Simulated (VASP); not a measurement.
# BaTe (P4/mmm) in VASP: a series of runs

BaTe is run at these levels: PBEsol; tasks: single point.

Everything below comes from runs of VASP 6.6.1. Logs are shortened: lines on timing, memory, paths and dates and some standing lists are left out, and cuts for length are marked.

### 1 The cell of the first run

It takes space group P4/mmm (No. 123, tetragonal). The conventional cell has a = 4.262 Å, b = 4.262 Å, c = 4.433 Å, α = 90.00°, β = 90.00°, γ = 90.00°. Ba (site symmetry 4/mmm) has 8 Te at 3.74 Å and 6 Ba at 4.26 to 4.43 Å within 4.9 Å. Within 4.9 Å of Te (site symmetry 4/mmm) lie 8 Ba at 3.74 Å and 6 Te at 4.26 to 4.43 Å.

### 2 Single point, PBEsol (strain +0.000 along x and y, +0.040 along z)

Input file INCAR:

```
PREC     = Accurate       # precision mode
ENCUT    = 520            # plane-wave cutoff, eV
EDIFF    = 1E-7           # SCF threshold, eV
ISMEAR   = 0              # smearing method
SIGMA    = 0.05           # smearing width, eV
LREAL    = F              # projectors in reciprocal space
LASPH    = T              # aspherical terms in the spheres
NELM     = 80             # most SCF steps
ALGO     = Normal         # electronic algorithm
ISIF     = 2              # what is computed and relaxed
LWAVE    = F              # write WAVECAR
LCHARG   = F              # write CHGCAR
GGA      = PS             # functional
NBANDS   = 15             # bands
```

Input file KPOINTS:

```
Automatic mesh
0
Gamma
  6 6 6
```

Input file POSCAR:

```
BaTe
1.0
    4.2624660000      0.0000000000      0.0000000000
    0.0000000000      4.2624660000      0.0000000000
    0.0000000000      0.0000000000      4.4329646400
Ba Te
1 1
Direct
    0.0000000000      0.0000000000      0.0000000000
    0.5000000000      0.5000000000      0.5000000000
```

Potentials or basis: VASP PAW PBE potentials, release 64 (Ba_sv, Te).

Command:

```
> cat potpaw_PBE.64/Ba_sv/POTCAR potpaw_PBE.64/Te/POTCAR > POTCAR
> mpirun -np 1 vasp_std > vasp.out
```

OUTCAR:

```text
PREC = Accurate
   ENCUT = 520
   EDIFF = 1E-7
   ISMEAR = 0
   LREAL = F
   LASPH = T
   NELM = 80
   ISIF = 2
   GGA = PS

 ion  position               nearest neighbor table
   1  0.000  0.000  0.000-   2 3.74   2 3.74   2 3.74   2 3.74   2 3.74   2 3.74   2 3.74   2 3.74

   2  0.500  0.500  0.500-   1 3.74   1 3.74   1 3.74   1 3.74   1 3.74   1 3.74   1 3.74   1 3.74

  LATTYP: Found a simple tetragonal cell.
 ALAT       =     4.2624660000
 C/A-ratio  =     1.0400000000

  Lattice vectors:

 A1 = (   4.2624660000,   0.0000000000,   0.0000000000)
 A2 = (   0.0000000000,   4.2624660000,   0.0000000000)
 A3 = (   0.0000000000,   0.0000000000,   4.4329646400)

Analysis of symmetry for initial positions (statically):
=====================================================================
 Subroutine PRICEL returns:
 Original cell was already a primitive cell.

 Routine SETGRP: Setting up the symmetry group for a
 simple tetragonal supercell.

 Subroutine GETGRP returns: Found 16 space group operations
 (whereof 16 operations were pure point group operations)
 out of a pool of 16 trial point group operations.

The static configuration has the point symmetry D_4h.

Analysis of symmetry for dynamics (positions and initial velocities):
=====================================================================
 Subroutine PRICEL returns:
 Original cell was already a primitive cell.

 Routine SETGRP: Setting up the symmetry group for a
 simple tetragonal supercell.

 Subroutine GETGRP returns: Found 16 space group operations
 (whereof 16 operations were pure point group operations)
 out of a pool of 16 trial point group operations.

The dynamic configuration has the point symmetry D_4h.

 Subroutine INISYM returns: Found 16 space group operations
 (whereof 16 operations are pure point group operations),
 and found     1 'primitive' translations

----------------------------------------------------------------------------------------

                                     Primitive cell

  volume of cell :      80.5408

  direct lattice vectors                    reciprocal lattice vectors
     4.262466000  0.000000000  0.000000000     0.234605977  0.000000000  0.000000000
     0.000000000  4.262466000  0.000000000     0.000000000  0.234605977  0.000000000
     0.000000000  0.000000000  4.432964640     0.000000000  0.000000000  0.225582670

  length of vectors
     4.262466000  4.262466000  4.432964640     0.234605977  0.234605977  0.225582670

  position of ions in fractional coordinates (direct lattice)
     0.000000000  0.000000000  0.000000000
     0.500000000  0.500000000  0.500000000

  ion indices of the primitive-cell ions
   primitive index   ion index
                 1           1
                 2           2

----------------------------------------------------------------------------------------

 KPOINTS: Automatic mesh

Automatic generation of k-mesh.
 Grid dimensions read from file:
 generate k-points for:    6    6    6

 Generating k-lattice:

  Cartesian coordinates                     Fractional coordinates (reciprocal lattice)
     0.039100996  0.000000000  0.000000000     0.166666667  0.000000000  0.000000000
     0.000000000  0.039100996  0.000000000     0.000000000  0.166666667  0.000000000
     0.000000000  0.000000000  0.037597112     0.000000000  0.000000000  0.166666667

  Length of vectors
     0.039100996  0.039100996  0.037597112

  Shift w.r.t. Gamma in fractional coordinates (k-lattice)
     0.000000000  0.000000000  0.000000000

 Subroutine IBZKPT returns following result:
 ===========================================

 Found     40 irreducible k-points:

 Following reciprocal coordinates:
            Coordinates               Weight
  0.000000  0.000000  0.000000      1.000000
  0.166667  0.000000  0.000000      4.000000
  0.333333  0.000000  0.000000      4.000000
  0.500000  0.000000  0.000000      2.000000
  0.166667  0.166667  0.000000      4.000000
  0.333333  0.166667  0.000000      8.000000
[... 16 lines left out ...]
  0.333333  0.000000  0.333333      8.000000
  0.500000  0.000000  0.333333      4.000000
 [... further k-points ...]
   k-points           NKPTS =     40   k-points in BZ     NKDIM =     40   number of bands    NBANDS=     15
   number of dos      NEDOS =    301   number of ions     NIONS =      2
   total plane-waves  NPLWV =  36864
   dimension x,y,z NGX =    32 NGY =   32 NGZ =   36
   dimension x,y,z NGXF=    64 NGYF=   64 NGZF=   72
   ions per type =               1   1
   NGX,Y,Z   is equivalent  to a cutoff of  12.48, 12.48, 13.50 a.u.
   NGXF,Y,Z  is equivalent  to a cutoff of  24.96, 24.96, 27.00 a.u.
 SYSTEM =  unknown system
   PREC   = accura    normal or accurate (medium, high low for compatibility)
   ISTART =      0    job   : 0-new  1-cont  2-samecut
   ICHARG =      2    charge: 1-file 2-atom 10-const
   ISPIN  =      1    spin polarized calculation?
[... 34 lines left out ...]
   LEPSILON=     F    determine dielectric tensor
   LRPA    =     F    only Hartree local field effects (RPA)
 non-spin polarized calculation
 Gauss-broadening in eV      SIGMA  =   0.05
  energy-cutoff  :      520.00
  volume of cell :       80.54
 maximum number of plane-waves:      2208
 NGX is ok and might be reduce to    32
   NGX = 15   NGY = 15   NGZ = 17

 number of electron      16.0000000 magnetization

 Free energy of the ion-electron system (eV)
  ---------------------------------------------------
  ext. energy  EPLUGINS =         0.00000000
  ---------------------------------------------------
  free energy    TOTEN  =        -8.84754400 eV

  energy without entropy =       -8.84754400  energy(sigma->0) =       -8.84754400

 E-fermi :   3.7711     XC(G=0):  -8.7734

 val. band max:        3.5010495425   @ k =   0.5000   0.0000   0.5000
 cond. band min:       4.1461735282   @ k =   0.0000   0.0000   0.0000
 fundamental gap:      0.6451239856
 Fermi energy:         3.7711272956

 k-point     1 :       0.0000    0.0000    0.0000
  band No.  band energies     occupation
      1     -24.7611      2.00000
      2      -9.7922      2.00000
      3      -9.7701      2.00000
      4      -9.7701      2.00000
      5      -6.8818      2.00000
      6       2.8119      2.00000
      7       3.1334      2.00000
      8       3.1334      2.00000
      9       4.1462      0.00000
     10       4.2009      0.00000
     11       5.4323      0.00000
     12       7.7618      0.00000
     13       7.7618      0.00000
     14       7.9986      0.00000
     15      11.5029      0.00000

 k-point     2 :       0.1667    0.0000    0.0000
  band No.  band energies     occupation
      1     -24.7547      2.00000
      2      -9.9129      2.00000
      3      -9.7794      2.00000
      4      -9.7585      2.00000
      5      -6.7139      2.00000
      6       1.9375      2.00000
      7       2.6931      2.00000
      8       3.0366      2.00000
      9       4.3210      0.00000
     10       4.9557      0.00000
     11       6.5148      0.00000
     12       7.8460      0.00000
     13       7.8528      0.00000
     14       8.0252      0.00000
     15      10.3981      0.00000

 k-point     3 :       0.3333    0.0000    0.0000
  band No.  band energies     occupation
      1     -24.7419      2.00000
      2     -10.1682      2.00000
      3      -9.7537      2.00000
      4      -9.7352      2.00000
      5      -6.3818      2.00000
      6       0.6322      2.00000
      7       2.4583      2.00000
      8       2.8390      2.00000
      9       4.7158      0.00000
     10       6.5097      0.00000
     11       7.9055      0.00000
     12       8.0563      0.00000
     13       8.2316      0.00000
     14       8.2782      0.00000
     15       8.8709      0.00000
[... 343 lines left out ...]
 k-point    23 :       0.3333    0.0000    0.3333
  band No.  band energies     occupation
      1     -24.7304      2.00000
      2     -10.0816      2.00000
      3      -9.9898      2.00000
      4      -9.7152      2.00000
      5      -6.3525      2.00000
      6       1.0474      2.00000
      7       1.6040      2.00000
      8       3.1242      2.00000
      9       4.9477      0.00000
     10       6.3273      0.00000
     11       6.6647      0.00000
     12       7.6127      0.00000
     13       7.6617      0.00000
     14       8.8331      0.00000
     15      11.1041      0.00000

 k-point    24 :       0.5000    0.0000    0.3333
  band No.  band energies     occupation
      1     -24.7241      2.00000
      2     -10.1737      2.00000
      3      -9.9585      2.00000
      4      -9.7053      2.00000
      5      -6.3381      2.00000
      6       0.9631      2.00000
      7       1.6283      2.00000
      8       3.2522      2.00000
      9       4.6987      0.00000
     10       6.2478      0.00000
     11       6.7530      0.00000
     12       6.8311      0.00000
     13       8.1452      0.00000
     14       9.7922      0.00000
     15      10.6232      0.00000

 [... further k-points ...]

------------------------ aborting loop because EDIFF is reached ----------------------------------------

  FORCE on cell =-STRESS in cart. coord.  units (eV):
  Direction    XX          YY          ZZ          XY          YZ          ZX
  --------------------------------------------------------------------------------------
  -------------------------------------------------------------------------------------
  Total       -0.9330290     -0.9330290     -2.2645869      0.0000000      0.0000000      0.0000000
  in kB      -18.5604979    -18.5604979    -45.0488240      0.0000000      0.0000000      0.0000000
  external PRESSURE =     -27.3899400 kB  Pullay stress =       0.0000000 kB

 VOLUME and BASIS-vectors are now :
 -----------------------------------------------------------------------------
  energy-cutoff  :      520.00
  volume of cell :       80.54
      direct lattice vectors                 reciprocal lattice vectors
     4.262466000  0.000000000  0.000000000     0.234605977  0.000000000  0.000000000
     0.000000000  4.262466000  0.000000000     0.000000000  0.234605977  0.000000000
     0.000000000  0.000000000  4.432964640     0.000000000  0.000000000  0.225582670

 POSITION                                       TOTAL-FORCE (eV/Angst)
 -----------------------------------------------------------------------------------
      0.00000      0.00000      0.00000         0.000000      0.000000      0.000000
      2.13123      2.13123      2.21648         0.000000      0.000000      0.000000
 -----------------------------------------------------------------------------------
    total drift:                                0.000000      0.000000     -0.000000

  FREE ENERGIE OF THE ION-ELECTRON SYSTEM (eV)
  ---------------------------------------------------
  free  energy   TOTEN  =        -8.8475440020 eV

  energy  without entropy=       -8.8475440020  energy(sigma->0) =       -8.84754400
```

It took 66 s on 1 thread of Intel Xeon 8259CL, shared host; peak memory 0.21 GiB.

Results:

```
Free energy            : -8.8475 eV
Pressure               : -2.7 GPa
Band gap on the k mesh : 0.65 eV (least direct gap 0.76 eV)
```

Caveat: the cell differs from its parent crystal (strain +0.000 along x and y, +0.040 along z); the PAW data sets were made with another functional, which shifts forces and pressure a little; spin-orbit coupling is left out, which moves the levels of the heavy elements.

### 3 Single point, PBEsol (strain +0.040 along x and y, +0.000 along z)

Input file INCAR:

```
SYSTEM = BaTe
PREC     = Accurate       ! precision mode
ENCUT    = 520            ! plane-wave cutoff, eV
EDIFF    = 1E-7           ! SCF threshold, eV
ISMEAR   = 0              ! smearing method
SIGMA    = 0.05           ! smearing width, eV
LREAL    = .FALSE.        ! projectors in reciprocal space
LASPH    = .TRUE.         ! aspherical terms in the spheres
NELM     = 60             ! most SCF steps
ALGO     = Normal         ! electronic algorithm
ISIF     = 2              ! what is computed and relaxed
LWAVE    = .FALSE.        ! write WAVECAR
LCHARG   = .FALSE.        ! write CHGCAR
GGA      = PS             ! functional
NBANDS   = 15             ! bands
```

Input file KPOINTS:

```
Automatic mesh
0
G
  6 6 6
  0 0 0
```

Input file POSCAR:

```
BaTe
1.0
    4.4329646400      0.0000000000      0.0000000000
    0.0000000000      4.4329646400      0.0000000000
    0.0000000000      0.0000000000      4.2624660000
Ba Te
1 1
Direct
    0.0000000000      0.0000000000      0.0000000000
    0.5000000000      0.5000000000      0.5000000000
```

Potentials or basis: VASP PAW PBE potentials, release 64 (Ba_sv, Te).

Command:

```
> cat potpaw_PBE.64/Ba_sv/POTCAR potpaw_PBE.64/Te/POTCAR > POTCAR
> mpirun -np 1 vasp_std > vasp.out
```

It took 70 s on 1 thread of Intel Xeon 8259CL, shared host; peak memory 0.22 GiB.

Results (log left out):

```yaml
Free_energy: -8.7838 eV
Pressure: -3.6 GPa
Band_gap_on_the_k_mesh: 0.64 eV
```

Stress tensor (GPa, compression positive):
```
-4.42  0.00  0.00
 0.00 -4.42  0.00
 0.00  0.00 -1.85
```

Levels at points of the mesh, in eV from the valence-band top:
```csv
k point,band 6,band 7,band 8,band 9,band 10,band 11
"(0.00, 0.00, 0.00)",-0.67,-0.67,-0.34,0.66,0.67,1.66
"(0.50, 0.00, 0.00)",-3.35,-1.10,-0.71,1.34,4.19,4.27
"(0.50, 0.50, 0.00)",-2.13,-2.13,0.00,0.64,2.41,2.89
"(0.00, 0.00, 0.50)",-3.32,-1.04,-1.04,1.50,4.24,4.42
"(0.50, 0.00, 0.50)",-2.17,-2.06,-0.27,0.82,2.04,2.49
"(0.50, 0.50, 0.50)",-2.82,-2.79,-2.79,4.17,4.17,4.29
```

Caveat: the cell differs from its parent crystal (strain +0.040 along x and y, +0.000 along z); the cell stands under tension; the PAW data sets were made with another functional, which shifts forces and pressure a little; spin-orbit coupling is left out, which moves the levels of the heavy elements.

### 4 Single point, PBEsol (strain +0.040 along x and y, +0.080 along z)

Input file INCAR:

```
SYSTEM = BaTe
PREC = Accurate
ENCUT = 520
EDIFF = 1E-6
ISMEAR = 0
SIGMA = 0.05
LREAL = .False.
LASPH = .True.
NELM = 100
ALGO = Normal
ISIF = 2
LWAVE = .False.
LCHARG = .False.
GGA = PS
NBANDS = 15
```

Input file KPOINTS:

```
Automatic mesh
0
Gamma
  6 6 6
  0 0 0
```

POSCAR, as its differences from that of step 3:

```diff
@@ -4,3 +4,3 @@
     0.0000000000      4.4329646400      0.0000000000
-    0.0000000000      0.0000000000      4.2624660000
+    0.0000000000      0.0000000000      4.6034632800
 Ba Te
```

Command:

```
> cat potpaw_PBE.64/Ba_sv/POTCAR potpaw_PBE.64/Te/POTCAR > POTCAR
> mpirun -np 1 vasp_std > vasp.out
```

It took 53 s on 1 thread of Intel Xeon 8259CL, shared host; peak memory 0.24 GiB.

The run converged. Its results:

* Free energy: -8.6095 eV
* Pressure: -4.7 GPa
* Band gap on the k mesh: 0.85 eV

Stress tensor (GPa, compression positive):
```
-3.98  0.00  0.00
 0.00 -3.98  0.00
 0.00  0.00 -6.21
```

Levels at points of the mesh, in eV from the valence-band top:
| k point | band 6 | band 7 | band 8 | band 9 | band 10 | band 11 |
| --- | --- | --- | --- | --- | --- | --- |
| (0.00, 0.00, 0.00) | -0.63 | -0.35 | -0.35 | 0.86 | 0.92 | 1.46 |
| (0.50, 0.00, 0.00) | -2.96 | -0.96 | -0.62 | 1.60 | 3.96 | 4.29 |
| (0.50, 0.50, 0.00) | -1.87 | -1.87 | -0.23 | 1.04 | 1.97 | 2.58 |
| (0.00, 0.00, 0.50) | -3.01 | -0.68 | -0.68 | 1.48 | 3.98 | 4.05 |
| (0.50, 0.00, 0.50) | -1.93 | -1.85 | 0.00 | 0.85 | 2.29 | 2.77 |
| (0.50, 0.50, 0.50) | -2.42 | -2.42 | -2.42 | 4.05 | 4.12 | 4.12 |

Caveat: the cell differs from its parent crystal (strain +0.040 along x and y, +0.080 along z); the cell stands under tension; the PAW data sets were made with another functional, which shifts forces and pressure a little; spin-orbit coupling is left out, which moves the levels of the heavy elements. A k mesh can miss the band edges.

### 5 Single point, PBEsol (strain +0.080 along x and y, +0.040 along z)

Input file INCAR:

```
  PREC = Accurate
  ENCUT = 520
  EDIFF = 1E-6
  ISMEAR = 0
  SIGMA = 0.05
  LREAL = False
  LASPH = True
  NELM = 100
  ALGO = Normal
  ISIF = 2
  LWAVE = False
  LCHARG = False
  GGA = PS
  NBANDS = 15
```

Input file KPOINTS:

```
Automatic mesh
0
Gamma
  6 6 6
```

Input file POSCAR:

```
BaTe
1.0
    4.6034632800      0.0000000000      0.0000000000
    0.0000000000      4.6034632800      0.0000000000
    0.0000000000      0.0000000000      4.4329646400
Ba Te
1 1
Direct
    0.0000000000      0.0000000000      0.0000000000
    0.5000000000      0.5000000000      0.5000000000
```

Command:

```
> cat potpaw_PBE.64/Ba_sv/POTCAR potpaw_PBE.64/Te/POTCAR > POTCAR
> mpirun -np 1 vasp_std > vasp.out
```

Wall time 65 s (1 thread of Intel Xeon 8259CL, shared host); peak memory 0.24 GiB.

It converged, with:

| Property | Result |
| --- | --- |
| Free energy | -8.5018 eV |
| Pressure | -5.1 GPa |
| Band gap on the k mesh | 0.73 eV |

Stress tensor (GPa, compression positive):
```
-5.86  0.00  0.00
 0.00 -5.86  0.00
 0.00  0.00 -3.72
```

Levels at points of the mesh, in eV from the valence-band top:
```csv
k point,band 5,band 6,band 7,band 8,band 9,band 10,band 11,band 12
"(0.00, 0.00, 0.00)",-10.02,-0.60,-0.60,-0.32,0.82,0.90,1.26,3.78
"(0.50, 0.00, 0.00)",-9.66,-2.95,-0.91,-0.59,1.45,3.76,3.88,4.23
"(0.50, 0.50, 0.00)",-9.68,-1.91,-1.91,0.00,0.73,2.27,2.84,2.84
"(0.00, 0.00, 0.50)",-9.61,-2.91,-0.86,-0.86,1.60,3.74,4.13,4.13
"(0.50, 0.00, 0.50)",-9.63,-1.93,-1.85,-0.23,0.92,1.96,2.50,2.65
"(0.50, 0.50, 0.50)",-9.43,-2.38,-2.37,-2.37,3.90,3.90,3.96,4.92
```

Caveat: the cell differs from its parent crystal (strain +0.080 along x and y, +0.040 along z); the cell stands under tension; the PAW data sets were made with another functional, which shifts forces and pressure a little; spin-orbit coupling is left out, which moves the levels of the heavy elements. A k mesh can miss the band edges.

### 6 The runs side by side

```tsv
cell	gap on the mesh (eV)	pressure (GPa)
a = 4.262, b = 4.262, c = 4.433 Å, 2 atoms	0.65	-2.7
a = 4.433, b = 4.433, c = 4.262 Å, 2 atoms	0.64	-3.6
a = 4.433, b = 4.433, c = 4.603 Å, 2 atoms	0.85	-4.7
a = 4.603, b = 4.603, c = 4.433 Å, 2 atoms	0.73	-5.1
```

Alike in all rows: task single point; level PBEsol; potentials or basis VASP PAW PBE potentials, release 64 (Ba_sv, Te); no spin polarisation; k mesh 6 × 6 × 6; cutoff (eV) 520; smearing gaussian 0.05 eV.

Caveats: the PAW data sets were made with another functional, which shifts forces and pressure a little; spin-orbit coupling is left out, which moves the levels of the heavy elements; the cell stands under tension (at least some runs).

Total energies depend on the potentials used, so only differences within one code and one set of settings carry meaning.
